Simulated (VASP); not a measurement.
# SnTe (Fm-3m) in VASP: single point with PBE

Aim: the single point of SnTe with PBE.

Everything below comes from runs of VASP 6.6.1. Logs are shortened: lines on timing, memory, paths and dates and some standing lists are left out, and cuts for length are marked.

### Step 1. The cell of the first run

It takes space group Fm-3m (No. 225, cubic). The conventional cell has a = 6.302 Å, b = 6.302 Å, c = 6.302 Å, α = 90.00°, β = 90.00°, γ = 90.00°. Within 4.1 Å of Sn (site symmetry m-3m) lie 6 Te at 3.15 Å. Within 4.1 Å of Te (site symmetry m-3m) lie 6 Sn at 3.15 Å.

### Step 2. Single point, PBE

Contents of INCAR:

```
SYSTEM = SnTe
PREC = Accurate ; ENCUT = 500
EDIFF = 1E-6 ; ISMEAR = 0
SIGMA = 0.01 ; LREAL = .FALSE.
LASPH = .TRUE. ; NELM = 120
ALGO = Normal ; ISIF = 2
LWAVE = .FALSE. ; LCHARG = .FALSE.
GGA = PE ; NBANDS = 17
GGA_COMPAT = .FALSE.
```

Contents of KPOINTS:

```
regular mesh
0
G
  2 2 2
  0 0 0
```

Contents of POSCAR:

```
SnTe
1.0
    0.0000000000      3.1508500000      3.1508500000
    3.1508500000      0.0000000000      3.1508500000
    3.1508500000      3.1508500000      0.0000000000
Sn Te
1 1
Direct
    0.0000000000      0.0000000000      0.0000000000
    0.5000000000      0.5000000000      0.5000000000
```

Potentials or basis: VASP PAW PBE potentials, release 64 (Sn_d, Te).

Started as:

```bash
$ cat potpaw_PBE.64/Sn_d/POTCAR potpaw_PBE.64/Te/POTCAR > POTCAR
$ mpirun -np 1 vasp_std > vasp.out
```

OUTCAR:

```text
SYSTEM = SnTe
   PREC = Accurate
   ENCUT = 500
   EDIFF = 1E-6
   ISMEAR = 0
   LREAL = .FALSE.
   LASPH = .TRUE.
   NELM = 120
   ISIF = 2
   GGA = PE

 ion  position               nearest neighbor table
   1  0.000  0.000  0.000-   2 3.15   2 3.15   2 3.15   2 3.15   2 3.15   2 3.15
   2  0.500  0.500  0.500-   1 3.15   1 3.15   1 3.15   1 3.15   1 3.15   1 3.15

  LATTYP: Found a face centered cubic cell.
 ALAT       =     6.3017000000

  Lattice vectors:

 A1 = (   0.0000000000,   3.1508500000,   3.1508500000)
 A2 = (   3.1508500000,   0.0000000000,   3.1508500000)
 A3 = (   3.1508500000,   3.1508500000,   0.0000000000)

Analysis of symmetry for initial positions (statically):
=====================================================================
 Subroutine PRICEL returns:
 Original cell was already a primitive cell.

 Routine SETGRP: Setting up the symmetry group for a
 face centered cubic supercell.

 Subroutine GETGRP returns: Found 48 space group operations
 (whereof 48 operations were pure point group operations)
 out of a pool of 48 trial point group operations.

The static configuration has the point symmetry O_h .

Analysis of symmetry for dynamics (positions and initial velocities):
=====================================================================
 Subroutine PRICEL returns:
 Original cell was already a primitive cell.

 Routine SETGRP: Setting up the symmetry group for a
 face centered cubic supercell.

 Subroutine GETGRP returns: Found 48 space group operations
 (whereof 48 operations were pure point group operations)
 out of a pool of 48 trial point group operations.

The dynamic configuration has the point symmetry O_h .

 Subroutine INISYM returns: Found 48 space group operations
 (whereof 48 operations are pure point group operations),
 and found     1 'primitive' translations

----------------------------------------------------------------------------------------

                                     Primitive cell

  volume of cell :      62.5624

  direct lattice vectors                    reciprocal lattice vectors
     0.000000000  3.150850000  3.150850000    -0.158687338  0.158687338  0.158687338
     3.150850000  0.000000000  3.150850000     0.158687338 -0.158687338  0.158687338
     3.150850000  3.150850000  0.000000000     0.158687338  0.158687338 -0.158687338

  length of vectors
     4.455974803  4.455974803  4.455974803     0.274854533  0.274854533  0.274854533

  position of ions in fractional coordinates (direct lattice)
     0.000000000  0.000000000  0.000000000
     0.500000000  0.500000000  0.500000000

  ion indices of the primitive-cell ions
[... 53 lines left out ...]
   EDIFF  = 0.1E-05   stopping-criterion for ELM
   LREAL  =      F    real-space projection
   EDIFFG = 0.1E-04   stopping-criterion for IOM
   NSW    =      0    number of steps for IOM
   IBRION =     -1    ionic relax: 0-MD 1-quasi-New 2-CG
   NFREE  =      0    steps in history (QN), initial steepest desc. (CG)
   ISIF   =      2    stress and relaxation
   ISYM   =      2    0-nonsym 1-usesym 2-fastsym
   POTIM  = 0.5000    time-step for ionic-motion
   TEBEG  =    0.0;   TEEND  =   0.0 temperature during run
   PSTRESS=    0.0 pullay stress
   NELECT =      20.0000    total number of electrons
   NUPDOWN=      -1.0000    fix difference up-down
   EMIN   =  10.00;   EMAX   =-10.00  energy-range for DOS
   EFERMI =   0.00;   METHOD = LEGACY
   ISMEAR =     0;   SIGMA  =   0.01  broadening in eV -4-tet -1-fermi 0-gaus
   EFERMI_NEDOS =   21; number of points for ismear=-14 and -15
   IALGO  =     38    algorithm
   IMIX   =      4    mixing-type and parameters
     AMIX     =   0.40;   BMIX     =  1.00
     AMIX_MAG =   1.60;   BMIX_MAG =  1.00
  volume/ion in A,a.u.               =      31.28       211.10
  Fermi-wavevector in a.u.,A,eV,Ry     =   1.119387  2.115336 17.048485  1.253028
  Thomas-Fermi vector in A             =   2.256026
   LORBIT       =      0    0 simple, 1 ext, 2 COOP (PROOUT), +10 PAW based schemes
   GGA     = PE    functional components
   LHFCALC =     F    Hartree Fock is set to
   AEXX    =    0.0000 exact exchange contribution
   IVDW    =     0    specifies the selected vdW correction
   LEPSILON=     F    determine dielectric tensor
   LRPA    =     F    only Hartree local field effects (RPA)
 non-spin polarized calculation
 Gauss-broadening in eV      SIGMA  =   0.01
  energy-cutoff  :      500.00
  volume of cell :       62.56
 maximum number of plane-waves:      1639
   NGX = 17   NGY = 17   NGZ = 17

 number of electron      20.0000011 magnetization

 Free energy of the ion-electron system (eV)
  ---------------------------------------------------
  ext. energy  EPLUGINS =         0.00000000
  ---------------------------------------------------
  free energy    TOTEN  =        -5.63679738 eV

  energy without entropy =       -5.63679738  energy(sigma->0) =       -5.63679738

 E-fermi :   6.9449     XC(G=0):  -9.5433

 val. band max:        6.8782546625   @ k =   0.5000   0.0000   0.0000
 cond. band min:       7.0377356898   @ k =   0.5000   0.0000   0.0000
 fundamental gap:      0.1594810273
 Fermi energy:         6.9449386824

 k-point     1 :       0.0000    0.0000    0.0000
  band No.  band energies     occupation
      1     -15.5081      2.00000
      2     -15.5081      2.00000
      3     -15.5013      2.00000
      4     -15.5013      2.00000
      5     -15.5013      2.00000
      6      -5.7683      2.00000
[... 37 lines left out ...]
      4     -15.4912      2.00000
      5     -15.4912      2.00000
      6      -4.0947      2.00000
[... 9 lines left out ...]
     16      17.4045      0.00000
     17      18.0323      0.00000

------------------------ aborting loop because EDIFF is reached ----------------------------------------

  FORCE on cell =-STRESS in cart. coord.  units (eV):
  Direction    XX          YY          ZZ          XY          YZ          ZX
  --------------------------------------------------------------------------------------
  -------------------------------------------------------------------------------------
  Total        2.0746296      2.0746296      2.0746296     -0.0000000     -0.0000000     -0.0000000
  in kB       53.1297736     53.1297736     53.1297736     -0.0000000     -0.0000000     -0.0000000
  external PRESSURE =      53.1297736 kB  Pullay stress =       0.0000000 kB

 VOLUME and BASIS-vectors are now :
 -----------------------------------------------------------------------------
  energy-cutoff  :      500.00
  volume of cell :       62.56
      direct lattice vectors                 reciprocal lattice vectors
     0.000000000  3.150850000  3.150850000    -0.158687338  0.158687338  0.158687338
     3.150850000  0.000000000  3.150850000     0.158687338 -0.158687338  0.158687338
     3.150850000  3.150850000  0.000000000     0.158687338  0.158687338 -0.158687338

 POSITION                                       TOTAL-FORCE (eV/Angst)
 -----------------------------------------------------------------------------------
      0.00000      0.00000      0.00000         0.000000     -0.000000     -0.000000
      3.15085      3.15085      3.15085        -0.000000      0.000000      0.000000
 -----------------------------------------------------------------------------------
    total drift:                                0.000000     -0.000000     -0.000000

  FREE ENERGIE OF THE ION-ELECTRON SYSTEM (eV)
  ---------------------------------------------------
  free  energy   TOTEN  =        -5.6367973777 eV

  energy  without entropy=       -5.6367973777  energy(sigma->0) =       -5.63679738
```

Run time: 15 s. Hardware: 1 thread of AMD EPYC 7R13, shared host; peak memory 0.14 GiB.

Results:

```yaml
Free_energy: -5.6368 eV
Pressure: 5.3 GPa
Band_gap_on_the_k_mesh: 0.16 eV, direct
```

Caveat: the k points lie up to 0.86 Å⁻¹ apart; spin-orbit coupling is left out, which moves the levels of the heavy elements. A k mesh can miss the band edges.
